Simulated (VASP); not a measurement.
# Sb4H in VASP: single point with r2SCAN

Aim: the single point of Sb4H with r2SCAN.

Everything below comes from runs of VASP 6.6.1. Logs are shortened: lines on timing, memory, paths and dates and some standing lists are left out, and cuts for length are marked.

### 1 The cell of the first run

The cell holds a slab with vacuum, 5 atoms: a = 4.341 Å, b = 4.341 Å, c = 24.372 Å, α = 90.00°, β = 90.00°, γ = 120.00°.

### 2 Single point, r2SCAN

POSCAR

```
Sb4H
1.0
    4.3410112362      0.0000000000      0.0000000000
   -2.1705056181      3.7594260087      0.0000000000
    0.0000000000      0.0000000000     24.3722810559
Sb H
4 1
Direct
    0.3333333333      0.6666666667      0.3487568513
    0.6666666667      0.3333333333      0.4104191981
    0.0000000000      0.0000000000      0.5017410866
    0.3333333333      0.6666666667      0.5654385748
    0.6666666667      0.3333333333      0.5685860273
```

INCAR.step1

```
SYSTEM = Sb4H
ALGO = Normal
DIPOL = 0.5 0.5 0.479
EDIFF = 1E-4
ENCUT = 520
GGA = PE
IDIPOL = 3
ISMEAR = 0
LASPH = .True.
LCHARG = .False.
LDIPOL = .True.
LREAL = .False.
LWAVE = .True.
NBANDS = 18
NELM = 100
PREC = Accurate
SIGMA = 0.1
```

INCAR.step2

```
SYSTEM = Sb4H
ALGO = Normal
DIPOL = 0.5 0.5 0.479
EDIFF = 1E-6
ENCUT = 520
IDIPOL = 3
ISIF = 2
ISMEAR = 0
ISTART = 1
LASPH = .True.
LCHARG = .False.
LDIPOL = .True.
LMIXTAU = .True.
LREAL = .False.
LWAVE = .False.
METAGGA = R2SCAN
NBANDS = 18
NELM = 100
PREC = Accurate
SIGMA = 0.1
```

KPOINTS

```
k-points
0
Gamma
  9 9 1
  0 0 0
```

Potentials or basis: VASP PAW PBE potentials, release 64 (Sb, H).

Command:

```bash
$ cat potpaw_PBE.64/Sb/POTCAR potpaw_PBE.64/H/POTCAR > POTCAR
$ cp INCAR.step1 INCAR
$ mpirun -np 1 vasp_std > vasp.out
$ cp INCAR.step2 INCAR
$ mpirun -np 1 vasp_std > vasp.out
```

OUTCAR:

```text
SYSTEM = Sb4H
   EDIFF = 1E-6
   ENCUT = 520
   ISIF = 2
   ISMEAR = 0
   ISTART = 1
   LASPH = .True.
   LREAL = .False.
   METAGGA = R2SCAN
   NELM = 100
   PREC = Accurate

 ion  position               nearest neighbor table
   1  0.333  0.667  0.349-   2 2.92   2 2.92   2 2.92
   2  0.667  0.333  0.410-   1 2.92   1 2.92   1 2.92   3 3.35   3 3.35   3 3.35
   3  0.000  0.000  0.502-   4 2.95   4 2.95   4 2.95   2 3.35   2 3.35   2 3.35
   4  0.333  0.667  0.565-   3 2.95   3 2.95   3 2.95
   5  0.667  0.333  0.569-

  LATTYP: Found a hexagonal cell.
 ALAT       =     4.3410112362
 C/A-ratio  =     5.6144247803

  Lattice vectors:

 A1 = (   4.3410112362,   0.0000000000,   0.0000000000)
 A2 = (  -2.1705056181,   3.7594260087,   0.0000000000)
 A3 = (   0.0000000000,   0.0000000000,  24.3722810559)

Analysis of symmetry for initial positions (statically):
=====================================================================
 Subroutine PRICEL returns:
 Original cell was already a primitive cell.

 Routine SETGRP: Setting up the symmetry group for a
 hexagonal supercell.

 Subroutine GETGRP returns: Found  6 space group operations
 (whereof  6 operations were pure point group operations)
 out of a pool of 24 trial point group operations.

The static configuration has the point symmetry C_3v.

Analysis of symmetry for dynamics (positions and initial velocities):
=====================================================================
 Subroutine PRICEL returns:
 Original cell was already a primitive cell.

 Routine SETGRP: Setting up the symmetry group for a
 hexagonal supercell.

 Subroutine GETGRP returns: Found  6 space group operations
 (whereof  6 operations were pure point group operations)
 out of a pool of 24 trial point group operations.

The dynamic configuration has the point symmetry C_3v.

 Subroutine INISYM returns: Found  6 space group operations
 (whereof  6 operations are pure point group operations),
 and found     1 'primitive' translations

----------------------------------------------------------------------------------------

                                     Primitive cell

  volume of cell :     397.7486

  direct lattice vectors                    reciprocal lattice vectors
     4.341011236  0.000000000  0.000000000     0.230361072  0.132999027  0.000000000
    -2.170505618  3.759426009  0.000000000     0.000000000  0.265998053  0.000000000
     0.000000000  0.000000000 24.372281056     0.000000000  0.000000000  0.041030218

  length of vectors
     4.341011236  4.341011236 24.372281056     0.265998053  0.265998053  0.041030218

  position of ions in fractional coordinates (direct lattice)
     0.333333333  0.666666667  0.348756851
     0.666666667  0.333333333  0.410419198
     0.000000000  0.000000000  0.501741087
     0.333333333  0.666666667  0.565438575
     0.666666667  0.333333333  0.568586027

  ion indices of the primitive-cell ions
   primitive index   ion index
                 1           1
                 2           2
                 3           3
                 4           4
                 5           5

----------------------------------------------------------------------------------------

 KPOINTS: k-points

Automatic generation of k-mesh.
 Grid dimensions read from file:
 generate k-points for:    9    9    1

 Generating k-lattice:

  Cartesian coordinates                     Fractional coordinates (reciprocal lattice)
     0.025595675  0.014777670  0.000000000     0.111111111  0.000000000  0.000000000
     0.000000000  0.029555339  0.000000000     0.000000000  0.111111111  0.000000000
     0.000000000  0.000000000  0.041030218     0.000000000  0.000000000  1.000000000

  Length of vectors
     0.029555339  0.029555339  0.041030218

  Shift w.r.t. Gamma in fractional coordinates (k-lattice)
     0.000000000  0.000000000  0.000000000

 Subroutine IBZKPT returns following result:
 ===========================================

 Found     12 irreducible k-points:

 Following reciprocal coordinates:
            Coordinates               Weight
  0.000000  0.000000  0.000000      1.000000
  0.111111  0.000000  0.000000      6.000000
  0.222222 -0.000000  0.000000      6.000000
  0.333333  0.000000  0.000000      6.000000
  0.444444 -0.000000  0.000000      6.000000
  0.111111  0.111111  0.000000      6.000000
  0.222222  0.111111  0.000000     12.000000
  0.333333  0.111111  0.000000     12.000000
  0.444444  0.111111  0.000000      6.000000
  0.222222  0.222222  0.000000      6.000000
  0.333333  0.222222  0.000000     12.000000
  0.333333  0.333333  0.000000      2.000000
   k-points           NKPTS =     12   k-points in BZ     NKDIM =     12   number of bands    NBANDS=     18
   number of dos      NEDOS =    301   number of ions     NIONS =      5
   total plane-waves  NPLWV = 196608
   dimension x,y,z NGX =    32 NGY =   32 NGZ =  192
   dimension x,y,z NGXF=    64 NGYF=   64 NGZF=  384
   ions per type =               4   1
   NGX,Y,Z   is equivalent  to a cutoff of  12.25, 12.25, 13.10 a.u.
   NGXF,Y,Z  is equivalent  to a cutoff of  24.51, 24.51, 26.19 a.u.
 SYSTEM =  Sb4H
   PREC   = accura    normal or accurate (medium, high low for compatibility)
   ISTART =      1    job   : 0-new  1-cont  2-samecut
   ICHARG =      0    charge: 1-file 2-atom 10-const
   ISPIN  =      1    spin polarized calculation?
   LNONCOLLINEAR =      F non collinear calculations
   LSORBIT =      F    spin-orbit coupling
   LASPH  =      T    aspherical Exc in radial PAW
   ENCUT  =  520.0 eV  38.22 Ry    6.18 a.u.   8.07  8.07 45.32*2*pi/ulx,y,z
   NELM   =    100;   NELMIN=  2; NELMDL=  0     # of ELM steps
   EDIFF  = 0.1E-05   stopping-criterion for ELM
   LREAL  =      F    real-space projection
   EDIFFG = 0.1E-04   stopping-criterion for IOM
   NSW    =      0    number of steps for IOM
   IBRION =     -1    ionic relax: 0-MD 1-quasi-New 2-CG
   NFREE  =      0    steps in history (QN), initial steepest desc. (CG)
   ISIF   =      2    stress and relaxation
   ISYM   =      2    0-nonsym 1-usesym 2-fastsym
   POTIM  = 0.5000    time-step for ionic-motion
   TEBEG  =    0.0;   TEEND  =   0.0 temperature during run
   PSTRESS=    0.0 pullay stress
   NELECT =      21.0000    total number of electrons
   NUPDOWN=      -1.0000    fix difference up-down
   EMIN   =  10.00;   EMAX   =-10.00  energy-range for DOS
   EFERMI =   0.00;   METHOD = LEGACY
   ISMEAR =     0;   SIGMA  =   0.10  broadening in eV -4-tet -1-fermi 0-gaus
   EFERMI_NEDOS =   21; number of points for ismear=-14 and -15
   IALGO  =     38    algorithm
   IMIX   =      4    mixing-type and parameters
     AMIX     =   0.40;   BMIX     =  1.00
     AMIX_MAG =   1.60;   BMIX_MAG =  1.00
  volume/ion in A,a.u.               =      79.55       536.83
  Fermi-wavevector in a.u.,A,eV,Ry     =   0.614156  1.160586  5.131941  0.377187
  Thomas-Fermi vector in A             =   1.671064
   LORBIT       =      0    0 simple, 1 ext, 2 COOP (PROOUT), +10 PAW based schemes
   METAGGA = R2SCAN    functional components
   LHFCALC =     F    Hartree Fock is set to
   AEXX    =    0.0000 exact exchange contribution
   IVDW    =     0    specifies the selected vdW correction
   LEPSILON=     F    determine dielectric tensor
   LRPA    =     F    only Hartree local field effects (RPA)
 non-spin polarized calculation
 Gauss-broadening in eV      SIGMA  =   0.10
  energy-cutoff  :      520.00
  volume of cell :      397.75
 maximum number of plane-waves:     10744
   NGX = 17   NGY = 17   NGZ = 91

 number of electron      21.0000000 magnetization

 dipolmoment           0.000000      0.000000      0.019271 electrons x Angstroem

 Free energy of the ion-electron system (eV)
  ---------------------------------------------------
  ext. energy  EPLUGINS =         0.00000000
  ---------------------------------------------------
  free energy    TOTEN  =      -104.26057294 eV

  energy without entropy =     -104.24745744  energy(sigma->0) =     -104.25401519

 E-fermi :  -1.2537     XC(G=0):  -3.6184

 val. band max:       -1.2777519928   @ k =   0.2222   0.1111   0.0000
 cond. band min:      -1.2423732035   @ k =   0.2222  -0.0000   0.0000
 fundamental gap:      0.0353787893
 Fermi energy:        -1.2536978497

 k-point     1 :       0.0000    0.0000    0.0000
  band No.  band energies     occupation
      1     -13.6871      2.00000
      2     -12.8294      2.00000
      3      -9.1403      2.00000
      4      -6.9509      2.00000
      5      -2.6516      2.00000
      6      -2.6516      2.00000
[... 10 lines left out ...]
     17       1.3589      0.00000
     18       3.3629      0.00000

 k-point     2 :       0.1111    0.0000    0.0000
  band No.  band energies     occupation
      1     -13.5605      2.00000
      2     -12.7090      2.00000
      3      -9.1061      2.00000
      4      -7.1522      2.00000
      5      -3.6219      2.00000
      6      -3.2043      2.00000
[... 10 lines left out ...]
     17       1.8667      0.00000
     18       3.4916      0.00000

 k-point     3 :       0.2222   -0.0000    0.0000
  band No.  band energies     occupation
      1     -13.1857      2.00000
      2     -12.3581      2.00000
      3      -9.0963      2.00000
      4      -7.8007      2.00000
      5      -4.9770      2.00000
      6      -3.9277      2.00000
[... 160 lines left out ...]
 k-point    11 :       0.3333    0.2222    0.0000
  band No.  band energies     occupation
      1     -11.4953      2.00000
      2     -10.9998      2.00000
      3     -10.1983      2.00000
      4      -9.8292      2.00000
      5      -6.4177      2.00000
      6      -5.3454      2.00000
[... 10 lines left out ...]
     17       3.6422      0.00000
     18       4.4934      0.00000

 k-point    12 :       0.3333    0.3333    0.0000
  band No.  band energies     occupation
      1     -10.9036      2.00000
      2     -10.6225      2.00000
      3     -10.5947      2.00000
      4     -10.3544      2.00000
      5      -6.6536      2.00000
      6      -5.7031      2.00000
[... 10 lines left out ...]
     17       3.7055      0.00000
     18       5.0105      0.00000

------------------------ aborting loop because EDIFF is reached ----------------------------------------

 vacuum level on the upper side and lower side of the slab       (xc-potential included)         0.103        -0.104

  FORCE on cell =-STRESS in cart. coord.  units (eV):
  Direction    XX          YY          ZZ          XY          YZ          ZX
  --------------------------------------------------------------------------------------
  -------------------------------------------------------------------------------------
  Total       -2.9019849     -2.9019849      0.3571879      0.0000000      0.0000000      0.0000000
  in kB      -11.6895314    -11.6895314      1.4387942      0.0000000      0.0000000      0.0000000
  external PRESSURE =      -7.3134229 kB  Pullay stress =       0.0000000 kB

 VOLUME and BASIS-vectors are now :
 -----------------------------------------------------------------------------
  energy-cutoff  :      520.00
  volume of cell :      397.75
      direct lattice vectors                 reciprocal lattice vectors
     4.341011236  0.000000000  0.000000000     0.230361072  0.132999027  0.000000000
    -2.170505618  3.759426009  0.000000000     0.000000000  0.265998053  0.000000000
     0.000000000  0.000000000 24.372281056     0.000000000  0.000000000  0.041030218

 POSITION                                       TOTAL-FORCE (eV/Angst)
 -----------------------------------------------------------------------------------
     -0.00000      2.50628      8.50000         0.000000      0.000000     -0.209904
      2.17051      1.25314     10.00285        -0.000000     -0.000000      0.208928
      0.00000      0.00000     12.22857        -0.000000     -0.000000     -0.034243
     -0.00000      2.50628     13.78103         0.000000     -0.000000      0.036213
      2.17051      1.25314     13.85774         0.000000     -0.000000     -0.000994
 -----------------------------------------------------------------------------------
    total drift:                                0.000000      0.000000     -0.000370

  FREE ENERGIE OF THE ION-ELECTRON SYSTEM (eV)
  ---------------------------------------------------
  free  energy   TOTEN  =      -104.2605729394 eV

  energy  without entropy=     -104.2474574428  energy(sigma->0) =     -104.25401519

 vacuum level on the upper side and lower side of the slab         3.643         3.433
```

It took 12 min on 1 thread of AMD EPYC 7R13, shared host; peak memory 0.5 GiB.

Results:

| Item | Value |
| --- | --- |
| Free energy | -104.2606 eV |
| Largest force | 0.210 eV/Å |
| Band gap on the k mesh | zero (an odd number of electrons rules out a gap without spin polarisation) |

Forces in eV/Å, atoms in the order of the input:
```
Sb   0.000  0.000 -0.210
Sb   0.000  0.000  0.209
Sb   0.000  0.000 -0.034
Sb   0.000  0.000  0.036
H    0.000  0.000 -0.001
```

Caveat: the PAW data sets were made with another functional, which shifts forces and pressure a little; spin-orbit coupling is left out, which moves the levels of the heavy elements.
